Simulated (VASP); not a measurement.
# ZrSe2 (P-3m1) in VASP: a series of runs, part 2 of 2

VASP 6.6.1. Earlier steps stand in the parts before.

## 3. Band structure, LDA, non-collinear spin, zero start, spin-orbit coupling

Contents of POSCAR:

```
ZrSe2
1.0
    3.7980000000      0.0000000000      0.0000000000
   -1.8990000000      3.2891644836      0.0000000000
    0.0000000000      0.0000000000      6.1920000000
Zr Se
1 2
Direct
    0.0000000000      0.0000000000      0.0000000000
    0.6666666667      0.3333333333      0.7500000000
    0.3333333333      0.6666666667      0.2500000000
```

Contents of INCAR.step1:

```
ALGO     = Normal         # electronic algorithm
EDIFF    = 1E-7           # SCF threshold, eV
EFERMI   = MIDGAP       
ENCUT    = 460            # plane-wave cutoff, eV
GGA      = CA             # functional
GGA_COMPAT= False        
ISMEAR   = 0              # smearing method
KPAR     = 2            
LASPH    = True           # aspherical terms in the spheres
LCHARG   = True           # write CHGCAR
LMAXMIX  = 4              # l up to which the mixer works
LORBIT   = 11             # projections on sites
LREAL    = False          # projectors in reciprocal space
LSORBIT  = True           # spin-orbit coupling
LWAVE    = False          # write WAVECAR
MAGMOM   = 0 0 0 0 0 0 0 0 0 # initial moments
NBANDS   = 70             # bands
NELM     = 200            # most SCF steps
PREC     = Accurate       # precision mode
SIGMA    = 0.03           # smearing width, eV
```

Contents of KPOINTS.step1:

```
Automatic mesh
0
Gamma
  11 11 6
  0 0 0
```

Contents of INCAR.step2:

```
ALGO     = Normal         # electronic algorithm
EDIFF    = 1E-7           # SCF threshold, eV
EFERMI   = MIDGAP       
ENCUT    = 460            # plane-wave cutoff, eV
GGA      = CA             # functional
GGA_COMPAT= False        
ICHARG   = 11             # starting density
ISMEAR   = 0              # smearing method
KPAR     = 2            
LASPH    = True           # aspherical terms in the spheres
LCHARG   = False          # write CHGCAR
LMAXMIX  = 4              # l up to which the mixer works
LORBIT   = 11             # projections on sites
LREAL    = False          # projectors in reciprocal space
LSORBIT  = True           # spin-orbit coupling
LWAVE    = False          # write WAVECAR
MAGMOM   = 0 0 0 0 0 0 0 0 0 # initial moments
NBANDS   = 70             # bands
NELM     = 200            # most SCF steps
PREC     = Accurate       # precision mode
SIGMA    = 0.03           # smearing width, eV
```

Contents of KPOINTS.step2:

```
path GMKGALHA,LM,KH
32
line-mode
reciprocal
 0.0000000000  0.0000000000  0.0000000000  G
 0.5000000000  0.0000000000  0.0000000000  M

 0.5000000000  0.0000000000  0.0000000000  M
 0.3333333333  0.3333333333  0.0000000000  K

 0.3333333333  0.3333333333  0.0000000000  K
 0.0000000000  0.0000000000  0.0000000000  G

 0.0000000000  0.0000000000  0.0000000000  G
 0.0000000000  0.0000000000  0.5000000000  A

 0.0000000000  0.0000000000  0.5000000000  A
 0.5000000000  0.0000000000  0.5000000000  L

 0.5000000000  0.0000000000  0.5000000000  L
 0.3333333333  0.3333333333  0.5000000000  H

 0.3333333333  0.3333333333  0.5000000000  H
 0.0000000000  0.0000000000  0.5000000000  A

 0.5000000000  0.0000000000  0.5000000000  L
 0.5000000000  0.0000000000  0.0000000000  M

 0.3333333333  0.3333333333  0.0000000000  K
 0.3333333333  0.3333333333  0.5000000000  H
```

Potentials or basis: VASP PAW LDA potentials, release 64 (Zr_sv, Se).

On the command line:

```console
$ cat potpaw_LDA.64/Zr_sv/POTCAR potpaw_LDA.64/Se/POTCAR > POTCAR
$ cp INCAR.step1 INCAR
$ cp KPOINTS.step1 KPOINTS
$ mpirun -np 2 vasp_ncl > vasp.out
$ cp INCAR.step2 INCAR
$ cp KPOINTS.step2 KPOINTS
$ mpirun -np 2 vasp_ncl > vasp.out
```

OUTCAR:

```text
EDIFF = 1E-7
   EFERMI = MIDGAP
   ENCUT = 460
   GGA = CA
   ICHARG = 11
   ISMEAR = 0
   LASPH = True
   LORBIT = 11
   LREAL = False
   LSORBIT = True
   NELM = 200
   PREC = Accurate

 ion  position               nearest neighbor table
   1  0.000  0.000  0.000-   2 2.68   3 2.68   2 2.68   3 2.68   2 2.68   3 2.68
   2  0.667  0.333  0.750-   1 2.68   1 2.68   1 2.68
   3  0.333  0.667  0.250-   1 2.68   1 2.68   1 2.68

  LATTYP: Found a hexagonal cell.
 ALAT       =     3.7980000000
 C/A-ratio  =     1.6303317536

  Lattice vectors:

 A1 = (   3.7980000000,   0.0000000000,   0.0000000000)
 A2 = (  -1.8990000000,   3.2891644836,   0.0000000000)
 A3 = (   0.0000000000,   0.0000000000,   6.1920000000)

Analysis of symmetry for initial positions (statically):
=====================================================================
 Subroutine PRICEL returns:
 Original cell was already a primitive cell.

 Routine SETGRP: Setting up the symmetry group for a
 hexagonal supercell.

 Subroutine GETGRP returns: Found 12 space group operations
 (whereof 12 operations were pure point group operations)
 out of a pool of 24 trial point group operations.

The static configuration has the point symmetry D_3d.

Analysis of symmetry for dynamics (positions and initial velocities):
=====================================================================
 Subroutine PRICEL returns:
 Original cell was already a primitive cell.

 Routine SETGRP: Setting up the symmetry group for a
 hexagonal supercell.

 Subroutine GETGRP returns: Found 12 space group operations
 (whereof 12 operations were pure point group operations)
 out of a pool of 24 trial point group operations.

The dynamic configuration has the point symmetry D_3d.

Analysis of structural, dynamic, and magnetic symmetry:
=====================================================================
 Subroutine PRICEL returns:
 Original cell was already a primitive cell.

 Routine SETGRP: Setting up the symmetry group for a
 hexagonal supercell.

 Subroutine GETGRP returns: Found 12 space group operations
 (whereof 12 operations were pure point group operations)
 out of a pool of 24 trial point group operations.

The overall configuration has the point symmetry D_3d.

 Subroutine INISYM returns: Found 12 space group operations
 (whereof 12 operations are pure point group operations),
 and found     1 'primitive' translations

----------------------------------------------------------------------------------------

                                     Primitive cell

  volume of cell :      77.3520

  direct lattice vectors                    reciprocal lattice vectors
     3.798000000  0.000000000  0.000000000     0.263296472  0.152014289  0.000000000
    -1.899000000  3.289164484  0.000000000     0.000000000  0.304028578  0.000000000
     0.000000000  0.000000000  6.192000000     0.000000000  0.000000000  0.161498708

  length of vectors
     3.798000000  3.798000000  6.192000000     0.304028578  0.304028578  0.161498708

  position of ions in fractional coordinates (direct lattice)
     0.000000000  0.000000000  0.000000000
     0.666666667  0.333333333  0.750000000
     0.333333333  0.666666667  0.250000000

  ion indices of the primitive-cell ions
   primitive index   ion index
[... 117 lines left out ...]
  free energy    TOTEN  =       -21.02246960 eV

  energy without entropy =      -21.02246851  energy(sigma->0) =      -21.02246906

 E-fermi :   4.3935     XC(G=0):  -9.7595

 val. band max:        4.3194293527   @ k =   0.0000   0.0000   0.0000
 cond. band min:       4.4692692382   @ k =   0.5000   0.0000   0.5000
 fundamental gap:      0.1498398854
 Fermi energy:         4.3934790960

 k-point     1 :       0.0000    0.0000    0.0000
  band No.  band energies     occupation
      1     -44.9946      1.00000
      2     -44.9946      1.00000
      3     -24.3021      1.00000
      4     -24.3021      1.00000
      5     -22.5974      1.00000
      6     -22.5974      1.00000
[... 925 lines left out ...]
     35      10.5869      0.00000
     36      10.5869      0.00000

 [... further k-points ...]

 [bands above 36 left out]

------------------------ aborting loop because EDIFF is reached ----------------------------------------

  FORCE on cell =-STRESS in cart. coord.  units (eV):
  Direction    XX          YY          ZZ          XY          YZ          ZX
  --------------------------------------------------------------------------------------
  -------------------------------------------------------------------------------------
  Total        0.2366760      0.2366760     -0.4541445     -0.0000000      0.0000000     -0.0000000
  in kB        4.9022261      4.9022261     -9.4066108     -0.0000000      0.0000000     -0.0000000
  external PRESSURE =       0.1326138 kB  Pullay stress =       0.0000000 kB

 VOLUME and BASIS-vectors are now :
 -----------------------------------------------------------------------------
  energy-cutoff  :      460.00
  volume of cell :       77.35
      direct lattice vectors                 reciprocal lattice vectors
     3.798000000  0.000000000  0.000000000     0.263296472  0.152014289  0.000000000
    -1.899000000  3.289164484  0.000000000     0.000000000  0.304028578  0.000000000
     0.000000000  0.000000000  6.192000000     0.000000000  0.000000000  0.161498708

 POSITION                                       TOTAL-FORCE (eV/Angst)
 -----------------------------------------------------------------------------------
      0.00000      0.00000      0.00000        -0.000000      0.000000      0.000000
      1.89900      1.09639      4.64400        -0.000000      0.000000      0.223389
     -0.00000      2.19278      1.54800         0.000000      0.000000     -0.223389
 -----------------------------------------------------------------------------------
    total drift:                               -0.000000     -0.000000      0.000000

  FREE ENERGIE OF THE ION-ELECTRON SYSTEM (eV)
  ---------------------------------------------------
  free  energy   TOTEN  =       -21.0224696040 eV

  energy  without entropy=      -21.0224685086  energy(sigma->0) =      -21.02246906

 Spin-Orbit-Coupling matrix elements

 Ion:    1  E_soc:     -0.1483129
 l=   1
     0.0000000    -0.0236609    -0.0236418
    -0.0236609     0.0000000    -0.0236609
    -0.0236418    -0.0236609     0.0000000
 l=   2
     0.0000000    -0.0002667     0.0000000    -0.0002667    -0.0007755
    -0.0002667     0.0000000    -0.0004918    -0.0003670    -0.0002667
     0.0000000    -0.0004918     0.0000000    -0.0004918     0.0000000
    -0.0002667    -0.0003670    -0.0004918     0.0000000    -0.0002667
    -0.0007755    -0.0002667     0.0000000    -0.0002667     0.0000000
 l=   3
     0.0000000     0.0000000     0.0000000     0.0000000     0.0000000     0.0000000     0.0000000
     0.0000000     0.0000000     0.0000000     0.0000000     0.0000000     0.0000000     0.0000000
     0.0000000     0.0000000     0.0000000     0.0000000     0.0000000     0.0000000     0.0000000
     0.0000000     0.0000000     0.0000000     0.0000000     0.0000000     0.0000000     0.0000000
[... 29 lines left out ...]
 l=   2
     0.0000000     0.0000008     0.0000000     0.0000008     0.0000014
     0.0000008     0.0000000     0.0000052     0.0000049     0.0000008
     0.0000000     0.0000052     0.0000000     0.0000052     0.0000000
     0.0000008     0.0000049     0.0000052     0.0000000     0.0000008
     0.0000014     0.0000008     0.0000000     0.0000008     0.0000000
 l=   3
     0.0000000     0.0000000     0.0000000     0.0000000     0.0000000     0.0000000     0.0000000
     0.0000000     0.0000000     0.0000000     0.0000000     0.0000000     0.0000000     0.0000000
     0.0000000     0.0000000     0.0000000     0.0000000     0.0000000     0.0000000     0.0000000
     0.0000000     0.0000000     0.0000000     0.0000000     0.0000000     0.0000000     0.0000000
     0.0000000     0.0000000     0.0000000     0.0000000     0.0000000     0.0000000     0.0000000
     0.0000000     0.0000000     0.0000000     0.0000000     0.0000000     0.0000000     0.0000000
     0.0000000     0.0000000     0.0000000     0.0000000     0.0000000     0.0000000     0.0000000

 total charge

# of ion       s       p       d       tot
------------------------------------------
    1        2.165   6.005   1.421   9.590
    2        1.459   2.459   0.027   3.946
    3        1.459   2.459   0.027   3.946
--------------------------------------------------
tot          5.083  10.924   1.474  17.481

 magnetization (x)

# of ion       s       p       d       tot
------------------------------------------
    1        0.000  -0.000   0.000  -0.000
    2        0.000   0.000   0.000   0.000
    3        0.000   0.000  -0.000  -0.000
--------------------------------------------------
tot          0.000  -0.000   0.000  -0.000

 magnetization (y)

# of ion       s       p       d       tot
------------------------------------------
    1        0.000   0.000   0.000   0.000
    2        0.000   0.000   0.000   0.000
    3        0.000   0.000   0.000   0.000
--------------------------------------------------
tot          0.000   0.000   0.000   0.000

 magnetization (z)

# of ion       s       p       d       tot
------------------------------------------
    1       -0.000  -0.000   0.000  -0.000
    2        0.000   0.000   0.000   0.000
    3        0.000   0.000   0.000   0.000
--------------------------------------------------
tot         -0.000  -0.000   0.000  -0.000
```

Run time: 11 min. Hardware: 2 MPI ranks of Intel Xeon 6975P-C (Granite Rapids), shared host; peak memory 1.4 GiB.

Results:

| Item | Value |
| --- | --- |
| Net moment | 0.00 μB per cell |

Moments on the atoms (μB; x, y, z):
```
Zr  0.00 0.00 0.00
Se  0.00 0.00 0.00
Se  0.00 0.00 0.00
```

Caveat: the log is that of the step along the path at fixed density, whose energy, stress, charges and moments have no meaning.
